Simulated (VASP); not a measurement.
# Sr (I4_1/amd) in VASP: further runs, part 3 of 3

VASP 6.6.1. The steps go on from the part before.

### Step 4. Single point, PBE (33.61 Å³/atom)

This run uses another cell than the first one, of 33.61 Å³/atom.

The input, INCAR:

```
ALGO = Normal ; EDIFF = 1E-7
ENCUT = 520 ; GGA = PE
ISIF = 2 ; ISMEAR = -1
LASPH = T ; LCHARG = F
LREAL = F ; LWAVE = F
NBANDS = 17 ; NELM = 80
PREC = Accurate ; SIGMA = 0.1
```

The input, KPOINTS:

```
k-points
0
Gamma
  12 12 12
```

The input, POSCAR:

```
Sr
1.0
   -3.1505069573      3.1505069573      1.6932251815
    3.1505069573     -3.1505069573      1.6932251815
    3.1505069573      3.1505069573     -1.6932251815
Sr
2
Direct
   -0.3750000000     -0.1250000000     -0.2500000000
    0.3750000000      0.1250000000      0.2500000000
```

Potentials or basis: VASP PAW PBE potentials, release 64 (Sr_sv).

The run is started by

```bash
cat potpaw_PBE.64/Sr_sv/POTCAR > POTCAR
mpirun -np 1 vasp_std > vasp.out
```

OUTCAR:

```text
EDIFF = 1E-7
   ENCUT = 520
   GGA = PE
   ISIF = 2
   ISMEAR = -1
   LASPH = T
   LREAL = F
   NELM = 80
   PREC = Accurate

 ion  position               nearest neighbor table
   1  0.625  0.875  0.750-   2 3.26   2 3.26   2 3.26   2 3.26   2 4.05   2 4.05   2 4.05   2 4.05

   2  0.375  0.125  0.250-   1 3.26   1 3.26   1 3.26   1 3.26   1 4.05   1 4.05   1 4.05   1 4.05

  LATTYP: Found a body centered tetragonal cell.
 ALAT       =     6.3010139146
 C/A-ratio  =     0.5374453078

  Lattice vectors:

 A1 = (  -3.1505069573,   3.1505069573,   1.6932251815)
 A2 = (   3.1505069573,  -3.1505069573,   1.6932251815)
 A3 = (   3.1505069573,   3.1505069573,  -1.6932251815)

Analysis of symmetry for initial positions (statically):
=====================================================================
 Subroutine PRICEL returns:
 Original cell was already a primitive cell.

 Routine SETGRP: Setting up the symmetry group for a
 body centered tetragonal supercell.

 Subroutine GETGRP returns: Found 16 space group operations
 (whereof  4 operations were pure point group operations)
 out of a pool of 16 trial point group operations.

The static configuration has the point symmetry C_2h.
 The point group associated with its full space group is D_4h.

Analysis of symmetry for dynamics (positions and initial velocities):
=====================================================================
 Subroutine PRICEL returns:
 Original cell was already a primitive cell.

 Routine SETGRP: Setting up the symmetry group for a
 body centered tetragonal supercell.

 Subroutine GETGRP returns: Found 16 space group operations
 (whereof  4 operations were pure point group operations)
 out of a pool of 16 trial point group operations.

The dynamic configuration has the point symmetry C_2h.
 The point group associated with its full space group is D_4h.
[... 113 lines left out ...]
   EFERMI =   0.00;   METHOD = LEGACY
   ISMEAR =    -1;   SIGMA  =   0.10  broadening in eV -4-tet -1-fermi 0-gaus
   EFERMI_NEDOS =   21; number of points for ismear=-14 and -15
   IALGO  =     38    algorithm
   IMIX   =      4    mixing-type and parameters
     AMIX     =   0.40;   BMIX     =  1.00
     AMIX_MAG =   1.60;   BMIX_MAG =  1.00
  volume/ion in A,a.u.               =      33.61       226.83
  Fermi-wavevector in a.u.,A,eV,Ry     =   1.092881  2.065246 16.250654  1.194389
  Thomas-Fermi vector in A             =   2.229156
   LORBIT       =      0    0 simple, 1 ext, 2 COOP (PROOUT), +10 PAW based schemes
   GGA     = PE    functional components
   LHFCALC =     F    Hartree Fock is set to
   AEXX    =    0.0000 exact exchange contribution
   IVDW    =     0    specifies the selected vdW correction
   LEPSILON=     F    determine dielectric tensor
   LRPA    =     F    only Hartree local field effects (RPA)
 non-spin polarized calculation
  energy-cutoff  :      520.00
  volume of cell :       67.23
 maximum number of plane-waves:      1842
   NGX = 17   NGY = 17   NGZ = 17

 number of electron      20.0000000 magnetization

 Free energy of the ion-electron system (eV)
  ---------------------------------------------------
  ext. energy  EPLUGINS =         0.00000000
  ---------------------------------------------------
  free energy    TOTEN  =        -1.87224462 eV

  energy without entropy =       -1.83556798  energy(sigma->0) =       -1.85390630

 E-fermi :   3.3289     XC(G=0):  -9.0151

 val. band max:        3.3218547498   @ k =  -0.3333  -0.4167   0.3333
 cond. band min:       3.3450806455   @ k =  -0.2500   0.5000   0.2500
 fundamental gap:      0.0232258957
 Fermi energy:         3.3288568210

 k-point     1 :       0.0000    0.0000    0.0000
  band No.  band energies     occupation
      1     -32.6262      2.00000
      2     -32.3607      2.00000
      3     -15.0545      2.00000
      4     -15.0545      2.00000
      5     -14.1569      2.00000
      6     -14.1466      2.00000
[... 457 lines left out ...]
      4     -14.7842      2.00000
      5     -14.7000      2.00000
      6     -14.4608      2.00000
[... 9 lines left out ...]
     16       7.3329      0.00000
     17       8.1467      0.00000

 [... further k-points ...]

------------------------ aborting loop because EDIFF is reached ----------------------------------------

  FORCE on cell =-STRESS in cart. coord.  units (eV):
  Direction    XX          YY          ZZ          XY          YZ          ZX
  --------------------------------------------------------------------------------------
  -------------------------------------------------------------------------------------
  Total        4.1281361      4.1281361      4.3385531      0.0000000      0.0000000      0.0000000
  in kB       98.3850246     98.3850246    103.3998492      0.0000000      0.0000000      0.0000000
  external PRESSURE =     100.0566328 kB  Pullay stress =       0.0000000 kB

 VOLUME and BASIS-vectors are now :
 -----------------------------------------------------------------------------
  energy-cutoff  :      520.00
  volume of cell :       67.23
      direct lattice vectors                 reciprocal lattice vectors
    -3.150506957  3.150506957  1.693225181     0.000000000  0.158704617  0.295294451
     3.150506957 -3.150506957  1.693225181     0.158704617  0.000000000  0.295294451
     3.150506957  3.150506957 -1.693225181     0.158704617  0.158704617  0.000000000

 POSITION                                       TOTAL-FORCE (eV/Angst)
 -----------------------------------------------------------------------------------
      3.15051      1.57525      1.26992         0.000000      0.000000     -0.000000
     -0.00000      1.57525      0.42331        -0.000000     -0.000000      0.000000
 -----------------------------------------------------------------------------------
    total drift:                               -0.000000     -0.000000      0.000000

  FREE ENERGIE OF THE ION-ELECTRON SYSTEM (eV)
  ---------------------------------------------------
  free  energy   TOTEN  =        -1.8722446215 eV

  energy  without entropy=       -1.8355679840  energy(sigma->0) =       -1.85390630
```

OSZICAR:

```text
N       E                     dE             d eps       ncg     rms          rms(c)
DAV:   1     0.102481480655E+03    0.10248E+03   -0.10081E+04  5542   0.106E+03
DAV:   2     0.502418298544E+01   -0.97457E+02   -0.95709E+02  7080   0.237E+02
DAV:   3    -0.182545519886E+01   -0.68496E+01   -0.68140E+01 10125   0.453E+01
DAV:   4    -0.193167023842E+01   -0.10622E+00   -0.10615E+00  6935   0.490E+00
DAV:   5    -0.193313806726E+01   -0.14678E-02   -0.14677E-02  8556   0.477E-01    0.218E+01
DAV:   6    -0.189041886341E+01    0.42719E-01   -0.31839E-02  9215   0.120E+00    0.128E+01
DAV:   7    -0.187138352183E+01    0.19035E-01   -0.72250E-02  9621   0.170E+00    0.343E-01
DAV:   8    -0.187219820466E+01   -0.81468E-03   -0.23330E-03  7467   0.258E-01    0.941E-02
DAV:   9    -0.187224324051E+01   -0.45036E-04   -0.57346E-05  7983   0.553E-02    0.295E-02
DAV:  10    -0.187224383446E+01   -0.59395E-06   -0.68897E-06  9064   0.146E-02    0.628E-03
DAV:  11    -0.187224501159E+01   -0.11771E-05   -0.11713E-06  8095   0.700E-03    0.319E-03
DAV:  12    -0.187224466902E+01    0.34258E-06   -0.96623E-08  5585   0.257E-03    0.875E-04
DAV:  13    -0.187224462154E+01    0.47479E-07   -0.58313E-09  3460   0.784E-04
   1 F= -.18722446E+01 E0= -.18539063E+01  d E =-.366766E-01
```

Run time: 3 min. Hardware: 1 thread of Intel Xeon Platinum 8375C at 2.90GHz (Ice Lake), shared host; peak memory 0.31 GiB.

What came out:

```
Free energy            : -1.8722 eV
Pressure               : 10.0 GPa
Band gap on the k mesh : zero (bands 10 and 11 overlap by 0.33 eV)
```

Levels at points of the mesh, in eV from the Fermi level:
| k point | band 7 | band 8 | band 9 | band 10 | band 11 | band 12 | band 13 | band 14 |
| --- | --- | --- | --- | --- | --- | --- | --- | --- |
| (0.00, 0.00, 0.00) | -17.42 | -17.42 | -3.80 | -1.26 | 0.87 | 1.10 | 1.94 | 4.42 |
| (0.50, 0.00, 0.00) | -17.70 | -17.36 | -0.86 | -0.67 | 0.41 | 1.85 | 2.13 | 2.88 |
| (0.50, 0.50, 0.00) | -17.43 | -17.43 | -1.53 | -1.53 | 1.15 | 1.15 | 2.55 | 2.55 |
| (0.50, 0.50, 0.50) | -17.29 | -17.29 | -0.89 | -0.89 | 1.01 | 1.01 | 2.08 | 2.08 |

Caveat: the cell stands under pressure.

### Step 5. Single point, PBE (38.09 Å³/atom)

This run uses another cell than the first one, of 38.09 Å³/atom.

The input, INCAR:

```
PREC     = Accurate       # precision mode
ENCUT    = 520            # plane-wave cutoff, eV
EDIFF    = 1E-6           # SCF threshold, eV
ISMEAR   = -1             # smearing method
SIGMA    = 0.1            # smearing width, eV
LREAL    = F              # projectors in reciprocal space
LASPH    = T              # aspherical terms in the spheres
NELM     = 80             # most SCF steps
ALGO     = Normal         # electronic algorithm
ISIF     = 2              # what is computed and relaxed
LWAVE    = F              # write WAVECAR
LCHARG   = T              # write CHGCAR
GGA      = PE             # functional
LELF     = T              # ELF
LVHAR    = T            
NBANDS   = 17             # bands
```

The input, KPOINTS:

```
Automatic mesh
0
Gamma
  12 12 12
```

The input, POSCAR:

```
Sr
1.0
   -3.2788785704      3.2788785704      1.7716690578
    3.2788785704     -3.2788785704      1.7716690578
    3.2788785704      3.2788785704     -1.7716690578
Sr
2
Direct
   -0.3750000000     -0.1250000000     -0.2500000000
    0.3750000000      0.1250000000      0.2500000000
```

The run is started by

```bash
cat potpaw_PBE.64/Sr_sv/POTCAR > POTCAR
mpirun -np 1 vasp_std > vasp.out
```

It took 3.7 min on 1 thread of Intel Xeon Platinum 8375C at 2.90GHz (Ice Lake), shared host; peak memory 0.35 GiB.

It converged, with:

```yaml
Free_energy: -2.3128 eV
Pressure: 6.0 GPa
Band_gap_on_the_k_mesh: zero (bands 10 and 11 overlap by 0.36 eV)
```

Stress tensor (GPa, compression positive):
```
5.97 0.00 0.00
0.00 5.97 0.00
0.00 0.00 6.09
```

Levels at points of the mesh, in eV from the Fermi level:
```tsv
k point	band 6	band 7	band 8	band 9	band 10	band 11	band 12	band 13	band 14	band 15
(0.00, 0.00, 0.00)	-17.75	-17.69	-17.69	-3.76	-0.96	0.85	1.15	1.93	4.02	4.02
(0.50, 0.00, 0.00)	-17.98	-17.91	-17.65	-0.82	-0.45	0.32	1.70	1.75	2.60	2.99
(0.50, 0.50, 0.00)	-18.09	-17.71	-17.71	-1.66	-1.66	1.16	1.16	2.29	2.29	3.37
(0.50, 0.50, 0.50)	-17.76	-17.61	-17.61	-0.97	-0.97	0.64	0.64	2.00	2.00	4.21
```

Caveat: the cell stands under pressure.

### Step 6. Overview

| cell | gap on the mesh (eV) | pressure (GPa) |
| --- | --- | --- |
| a = 4.544 Å, angles 97.2, 97.2, 138.4°, 2 atoms | none | 16.6 |
| a = 4.766 Å, angles 97.2, 97.2, 138.4°, 2 atoms | none | 10.0 |
| a = 4.964 Å, angles 97.3, 97.3, 138.2°, 2 atoms | none | 6.0 |

Alike in all rows: task single point; level PBE; potentials or basis VASP PAW PBE potentials, release 64 (Sr_sv); no spin polarisation; k mesh 12 × 12 × 12; cutoff (eV) 520; smearing fermi-dirac 0.1 eV.

Caveats: the cell stands under pressure.

Absolute energies hang on the potentials; compare differences alone.
